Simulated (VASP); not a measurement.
# BP (F-43m) in VASP: a series of runs

BP is run at these levels: PBE; tasks: single point.

Program: VASP 6.6.1. These are calculated values, not measurements. Logs are shortened: lines on timing, memory, paths and dates and some standing lists are left out, and cuts for length are marked.

## 1. The cell of the first run

It takes space group F-43m (No. 216, cubic). Conventional cell: a = 4.553 Å, b = 4.553 Å, c = 4.553 Å, α = 90.00°, β = 90.00°, γ = 90.00°. B (site symmetry -43m) has 4 P at 1.97 Å within 2.6 Å. P (site symmetry -43m) has 4 B at 1.97 Å within 2.6 Å.

## 2. Single point, PBE

The input, INCAR:

```
SYSTEM = BP
ALGO = Normal
EDIFF = 1E-6
ENCUT = 500
GGA = PE
GGA_COMPAT = .FALSE.
ISIF = 2
ISMEAR = 0
LASPH = .TRUE.
LCHARG = .TRUE.
LELF = .TRUE.
LREAL = .FALSE.
LVHAR = .TRUE.
LWAVE = .FALSE.
NBANDS = 11
NELM = 120
PREC = Accurate
SIGMA = 0.05
```

The input, KPOINTS:

```
k-points
0
G
  12 12 12
  0 0 0
```

The input, POSCAR:

```
BP
1.0
    0.0000000000      2.2765382614      2.2765382614
    2.2765382614      0.0000000000      2.2765382614
    2.2765382614      2.2765382614      0.0000000000
B P
1 1
Direct
    0.0000000000      0.0000000000      0.0000000000
    0.7500000000      0.7500000000      0.7500000000
```

Potentials or basis: VASP PAW PBE potentials, release 64 (B, P).

Launch:

```
> cat potpaw_PBE.64/B/POTCAR potpaw_PBE.64/P/POTCAR > POTCAR
> mpirun -np 1 vasp_std > vasp.out
```

OUTCAR:

```text
SYSTEM = BP
   EDIFF = 1E-6
   ENCUT = 500
   GGA = PE
   ISIF = 2
   ISMEAR = 0
   LASPH = .TRUE.
   LREAL = .FALSE.
   NELM = 120
   PREC = Accurate

 ion  position               nearest neighbor table
   1  0.000  0.000  0.000-   2 1.97   2 1.97   2 1.97   2 1.97
   2  0.750  0.750  0.750-   1 1.97   1 1.97   1 1.97   1 1.97

  LATTYP: Found a face centered cubic cell.
 ALAT       =     4.5530765228

  Lattice vectors:

 A1 = (   0.0000000000,   2.2765382614,   2.2765382614)
 A2 = (   2.2765382614,   0.0000000000,   2.2765382614)
 A3 = (   2.2765382614,   2.2765382614,   0.0000000000)

Analysis of symmetry for initial positions (statically):
=====================================================================
 Subroutine PRICEL returns:
 Original cell was already a primitive cell.

 Routine SETGRP: Setting up the symmetry group for a
 face centered cubic supercell.

 Subroutine GETGRP returns: Found 24 space group operations
 (whereof 24 operations were pure point group operations)
 out of a pool of 48 trial point group operations.

The static configuration has the point symmetry T_d .

Analysis of symmetry for dynamics (positions and initial velocities):
=====================================================================
 Subroutine PRICEL returns:
 Original cell was already a primitive cell.

 Routine SETGRP: Setting up the symmetry group for a
 face centered cubic supercell.

 Subroutine GETGRP returns: Found 24 space group operations
 (whereof 24 operations were pure point group operations)
 out of a pool of 48 trial point group operations.

The dynamic configuration has the point symmetry T_d .

 Subroutine INISYM returns: Found 24 space group operations
 (whereof 24 operations are pure point group operations),
 and found     1 'primitive' translations

----------------------------------------------------------------------------------------

                                     Primitive cell

  volume of cell :      23.5969

  direct lattice vectors                    reciprocal lattice vectors
     0.000000000  2.276538261  2.276538261    -0.219631714  0.219631714  0.219631714
     2.276538261  0.000000000  2.276538261     0.219631714 -0.219631714  0.219631714
     2.276538261  2.276538261  0.000000000     0.219631714  0.219631714 -0.219631714

  length of vectors
     3.219511285  3.219511285  3.219511285     0.380413287  0.380413287  0.380413287

  position of ions in fractional coordinates (direct lattice)
     0.000000000  0.000000000  0.000000000
     0.750000000  0.750000000  0.750000000

  ion indices of the primitive-cell ions
   primitive index   ion index
                 1           1
                 2           2

----------------------------------------------------------------------------------------

 KPOINTS: k-points

Automatic generation of k-mesh.
 Grid dimensions read from file:
 generate k-points for:   12   12   12

 Generating k-lattice:

  Cartesian coordinates                     Fractional coordinates (reciprocal lattice)
    -0.018302643  0.018302643  0.018302643     0.083333333  0.000000000  0.000000000
     0.018302643 -0.018302643  0.018302643     0.000000000  0.083333333  0.000000000
     0.018302643  0.018302643 -0.018302643     0.000000000  0.000000000  0.083333333

  Length of vectors
     0.031701107  0.031701107  0.031701107

  Shift w.r.t. Gamma in fractional coordinates (k-lattice)
     0.000000000  0.000000000  0.000000000

 Subroutine IBZKPT returns following result:
 ===========================================

 Found     72 irreducible k-points:

 Following reciprocal coordinates:
            Coordinates               Weight
  0.000000  0.000000  0.000000      1.000000
  0.083333  0.000000  0.000000      8.000000
  0.166667  0.000000  0.000000      8.000000
  0.250000  0.000000  0.000000      8.000000
  0.333333  0.000000  0.000000      8.000000
  0.416667  0.000000  0.000000      8.000000
[... 16 lines left out ...]
  0.500000  0.166667  0.000000     24.000000
 -0.416667  0.166667  0.000000     24.000000
 [... further k-points ...]
   k-points           NKPTS =     72   k-points in BZ     NKDIM =     72   number of bands    NBANDS=     11
   number of dos      NEDOS =    301   number of ions     NIONS =      2
   total plane-waves  NPLWV =  13824
   dimension x,y,z NGX =    24 NGY =   24 NGZ =   24
   dimension x,y,z NGXF=    48 NGYF=   48 NGZF=   48
   ions per type =               1   1
   NGX,Y,Z   is equivalent  to a cutoff of  12.39, 12.39, 12.39 a.u.
   NGXF,Y,Z  is equivalent  to a cutoff of  24.79, 24.79, 24.79 a.u.
 SYSTEM =  BP
   PREC   = accura    normal or accurate (medium, high low for compatibility)
   ISTART =      0    job   : 0-new  1-cont  2-samecut
   ICHARG =      2    charge: 1-file 2-atom 10-const
   ISPIN  =      1    spin polarized calculation?
   LNONCOLLINEAR =      F non collinear calculations
   LSORBIT =      F    spin-orbit coupling
   LASPH  =      T    aspherical Exc in radial PAW
   ENCUT  =  500.0 eV  36.75 Ry    6.06 a.u.   5.87  5.87  5.87*2*pi/ulx,y,z
   NELM   =    120;   NELMIN=  2; NELMDL= -5     # of ELM steps
   EDIFF  = 0.1E-05   stopping-criterion for ELM
   LREAL  =      F    real-space projection
   EDIFFG = 0.1E-04   stopping-criterion for IOM
   NSW    =      0    number of steps for IOM
   IBRION =     -1    ionic relax: 0-MD 1-quasi-New 2-CG
   NFREE  =      0    steps in history (QN), initial steepest desc. (CG)
   ISIF   =      2    stress and relaxation
   ISYM   =      2    0-nonsym 1-usesym 2-fastsym
   POTIM  = 0.5000    time-step for ionic-motion
   TEBEG  =    0.0;   TEEND  =   0.0 temperature during run
   PSTRESS=    0.0 pullay stress
   NELECT =       8.0000    total number of electrons
   NUPDOWN=      -1.0000    fix difference up-down
   EMIN   =  10.00;   EMAX   =-10.00  energy-range for DOS
   EFERMI =   0.00;   METHOD = LEGACY
   ISMEAR =     0;   SIGMA  =   0.05  broadening in eV -4-tet -1-fermi 0-gaus
   EFERMI_NEDOS =   21; number of points for ismear=-14 and -15
   IALGO  =     38    algorithm
   IMIX   =      4    mixing-type and parameters
     AMIX     =   0.40;   BMIX     =  1.00
     AMIX_MAG =   1.60;   BMIX_MAG =  1.00
  volume/ion in A,a.u.               =      11.80        79.62
  Fermi-wavevector in a.u.,A,eV,Ry     =   1.141528  2.157175 17.729561  1.303086
  Thomas-Fermi vector in A             =   2.278228
   LORBIT       =      0    0 simple, 1 ext, 2 COOP (PROOUT), +10 PAW based schemes
   GGA     = PE    functional components
   LHFCALC =     F    Hartree Fock is set to
   AEXX    =    0.0000 exact exchange contribution
   IVDW    =     0    specifies the selected vdW correction
   LEPSILON=     F    determine dielectric tensor
   LRPA    =     F    only Hartree local field effects (RPA)
 non-spin polarized calculation
 Gauss-broadening in eV      SIGMA  =   0.05
  energy-cutoff  :      500.00
  volume of cell :       23.60
 maximum number of plane-waves:       612
   NGX = 11   NGY = 11   NGZ = 11

 number of electron       8.0000000 magnetization

 Free energy of the ion-electron system (eV)
  ---------------------------------------------------
  ext. energy  EPLUGINS =         0.00000000
  ---------------------------------------------------
  free energy    TOTEN  =       -12.93064757 eV

  energy without entropy =      -12.93064757  energy(sigma->0) =      -12.93064757

 E-fermi :   7.5220     XC(G=0): -10.8645

 val. band max:        7.3153136006   @ k =   0.0000   0.0000   0.0000
 cond. band min:       8.5649745424   @ k =   0.4167   0.4167   0.0000
 fundamental gap:      1.2496609417
 Fermi energy:         7.5219791674

 k-point     1 :       0.0000    0.0000    0.0000
  band No.  band energies     occupation
      1      -8.0565      2.00000
      2       7.3153      2.00000
      3       7.3153      2.00000
      4       7.3153      2.00000
      5      10.7017      0.00000
      6      10.7017      0.00000
      7      10.7017      0.00000
      8      14.5386      0.00000
      9      18.7616      0.00000
     10      19.4160      0.00000
     11      19.4160      0.00000

 k-point     2 :       0.0833    0.0000    0.0000
  band No.  band energies     occupation
      1      -7.9323      2.00000
      2       6.3597      2.00000
      3       7.1035      2.00000
      4       7.1035      2.00000
      5      10.9948      0.00000
      6      10.9948      0.00000
      7      11.0477      0.00000
      8      14.9132      0.00000
      9      18.8958      0.00000
     10      18.8958      0.00000
     11      19.1645      0.00000

 k-point     3 :       0.1667    0.0000    0.0000
  band No.  band energies     occupation
      1      -7.5628      2.00000
      2       4.4951      2.00000
      3       6.6558      2.00000
      4       6.6558      2.00000
      5      11.2996      0.00000
      6      11.6000      0.00000
      7      11.6000      0.00000
      8      15.8536      0.00000
      9      18.2395      0.00000
     10      18.2395      0.00000
     11      19.9923      0.00000

 k-point     4 :       0.2500    0.0000    0.0000
  band No.  band energies     occupation
      1      -6.9605      2.00000
      2       2.4994      2.00000
      3       6.2068      2.00000
      4       6.2068      2.00000
      5      11.2692      0.00000
      6      12.0581      0.00000
      7      12.0581      0.00000
      8      16.8324      0.00000
      9      18.2576      0.00000
     10      18.2576      0.00000
     11      20.2803      0.00000
[... 239 lines left out ...]
 k-point    22 :       0.4167    0.1667    0.0000
  band No.  band energies     occupation
      1      -5.4439      2.00000
      2       0.3392      2.00000
      3       4.2306      2.00000
      4       4.6865      2.00000
      5      10.4665      0.00000
      6      13.7128      0.00000
      7      14.0732      0.00000
      8      14.6281      0.00000
      9      20.1999      0.00000
     10      21.8981      0.00000
     11      22.6071      0.00000

 k-point    23 :       0.5000    0.1667    0.0000
  band No.  band energies     occupation
      1      -4.6170      2.00000
      2      -0.9627      2.00000
      3       3.7558      2.00000
      4       4.7600      2.00000
      5      10.6055      0.00000
      6      13.6200      0.00000
      7      13.7440      0.00000
      8      16.2128      0.00000
      9      19.8165      0.00000
     10      21.9022      0.00000
     11      23.3724      0.00000

 k-point    24 :      -0.4167    0.1667    0.0000
  band No.  band energies     occupation
      1      -4.4455      2.00000
      2      -1.1967      2.00000
      3       3.4381      2.00000
      4       5.0190      2.00000
      5      10.8601      0.00000
      6      13.4153      0.00000
      7      13.5649      0.00000
      8      17.6542      0.00000
      9      19.2087      0.00000
     10      20.0785      0.00000
     11      23.3557      0.00000

 [... further k-points ...]

------------------------ aborting loop because EDIFF is reached ----------------------------------------

  FORCE on cell =-STRESS in cart. coord.  units (eV):
  Direction    XX          YY          ZZ          XY          YZ          ZX
  --------------------------------------------------------------------------------------
  -------------------------------------------------------------------------------------
  Total       -0.1048224     -0.1048224     -0.1048224     -0.0000000     -0.0000000      0.0000000
  in kB       -7.1172122     -7.1172122     -7.1172122     -0.0000000     -0.0000000      0.0000000
  external PRESSURE =      -7.1172122 kB  Pullay stress =       0.0000000 kB

 VOLUME and BASIS-vectors are now :
 -----------------------------------------------------------------------------
  energy-cutoff  :      500.00
  volume of cell :       23.60
      direct lattice vectors                 reciprocal lattice vectors
     0.000000000  2.276538261  2.276538261    -0.219631714  0.219631714  0.219631714
     2.276538261  0.000000000  2.276538261     0.219631714 -0.219631714  0.219631714
     2.276538261  2.276538261  0.000000000     0.219631714  0.219631714 -0.219631714

 POSITION                                       TOTAL-FORCE (eV/Angst)
 -----------------------------------------------------------------------------------
      0.00000      0.00000      0.00000        -0.000000     -0.000000     -0.000000
      3.41481      3.41481      3.41481         0.000000      0.000000      0.000000
 -----------------------------------------------------------------------------------
    total drift:                               -0.000000     -0.000000     -0.000000

  FREE ENERGIE OF THE ION-ELECTRON SYSTEM (eV)
  ---------------------------------------------------
  free  energy   TOTEN  =       -12.9306475678 eV

  energy  without entropy=      -12.9306475678  energy(sigma->0) =      -12.93064757
```

Run time: 9.5 s. Hardware: 1 thread of Intel Xeon Platinum 8259CL at 2.50GHz (Skylake/Cascade Lake), shared host; peak memory 0.14 GiB.

What came out:

- Free energy: -12.9306 eV
- Pressure: -0.7 GPa
- Band gap on the k mesh: 1.25 eV (least direct gap 3.39 eV)

## 3. Single point, PBE (11.75 Å³/atom)

This run uses another cell than the first one, of 11.75 Å³/atom.

The input, INCAR:

```
SYSTEM = BP
PREC = Accurate ; ENCUT = 500
EDIFF = 1E-6 ; ISMEAR = 0
SIGMA = 0.05 ; LREAL = .FALSE.
LASPH = .TRUE. ; NELM = 120
ALGO = Normal ; ISIF = 2
LWAVE = .FALSE. ; LCHARG = .TRUE.
GGA = PE ; LELF = .TRUE.
LVHAR = .TRUE. ; NBANDS = 11
GGA_COMPAT = .FALSE.
```

The input, KPOINTS:

```
regular mesh
0
G
  12 12 12
  0 0 0
```

The input, POSCAR:

```
BP
1.0
    0.0000000000      2.2734988209      2.2734988209
    2.2734988209      0.0000000000      2.2734988209
    2.2734988209      2.2734988209      0.0000000000
B P
1 1
Direct
    0.0000000000      0.0000000000      0.0000000000
    0.7500000000      0.7500000000      0.7500000000
```

Potentials or basis: VASP PAW PBE potentials, release 64 (B, P).

Launch:

```
> cat potpaw_PBE.64/B/POTCAR potpaw_PBE.64/P/POTCAR > POTCAR
> mpirun -np 1 vasp_std > vasp.out
```

OUTCAR:

```text
SYSTEM = BP
   PREC = Accurate
   ENCUT = 500
   EDIFF = 1E-6
   ISMEAR = 0
   LREAL = .FALSE.
   LASPH = .TRUE.
   NELM = 120
   ISIF = 2
   GGA = PE

 ion  position               nearest neighbor table
   1  0.000  0.000  0.000-   2 1.97   2 1.97   2 1.97   2 1.97
   2  0.750  0.750  0.750-   1 1.97   1 1.97   1 1.97   1 1.97

  LATTYP: Found a face centered cubic cell.
 ALAT       =     4.5469976418

  Lattice vectors:

 A1 = (   0.0000000000,   2.2734988209,   2.2734988209)
[... 521 lines left out ...]

------------------------ aborting loop because EDIFF is reached ----------------------------------------

  FORCE on cell =-STRESS in cart. coord.  units (eV):
  Direction    XX          YY          ZZ          XY          YZ          ZX
  --------------------------------------------------------------------------------------
  -------------------------------------------------------------------------------------
  Total       -0.0111943     -0.0111943     -0.0111943      0.0000000     -0.0000000     -0.0000000
  in kB       -0.7631220     -0.7631220     -0.7631220      0.0000000     -0.0000000     -0.0000000
  external PRESSURE =      -0.7631220 kB  Pullay stress =       0.0000000 kB

 VOLUME and BASIS-vectors are now :
 -----------------------------------------------------------------------------
  energy-cutoff  :      500.00
  volume of cell :       23.50
      direct lattice vectors                 reciprocal lattice vectors
     0.000000000  2.273498821  2.273498821    -0.219925339  0.219925339  0.219925339
     2.273498821  0.000000000  2.273498821     0.219925339 -0.219925339  0.219925339
     2.273498821  2.273498821  0.000000000     0.219925339  0.219925339 -0.219925339

 POSITION                                       TOTAL-FORCE (eV/Angst)
 -----------------------------------------------------------------------------------
      0.00000      0.00000      0.00000         0.000000      0.000000      0.000000
      3.41025      3.41025      3.41025        -0.000000     -0.000000     -0.000000
 -----------------------------------------------------------------------------------
    total drift:                               -0.000000     -0.000000     -0.000000

  FREE ENERGIE OF THE ION-ELECTRON SYSTEM (eV)
  ---------------------------------------------------
  free  energy   TOTEN  =       -12.9308471223 eV

  energy  without entropy=      -12.9308471223  energy(sigma->0) =      -12.93084712
```

stdout:

```text
POSCAR found type information on POSCAR B P
 POSCAR found :  2 types and       2 ions
 scaLAPACK will be used
 LDA part: xc-table for (Slater+PW92), standard interpolation
 POSCAR, INCAR and KPOINTS ok, starting setup
 FFT: planning ... GRIDC
 FFT: planning ... GRID_SOFT
 FFT: planning ... GRID
 WAVECAR not read
 entering main loop
```

Wall time 8.9 s (1 thread of Intel Xeon Platinum 8259CL at 2.50GHz (Skylake/Cascade Lake), shared host); peak memory 0.14 GiB.

What came out:

| Quantity | Value |
| --- | --- |
| Free energy | -12.9308 eV |
| Pressure | -0.1 GPa |
| Band gap on the k mesh | 1.24 eV (least direct gap 3.39 eV) |
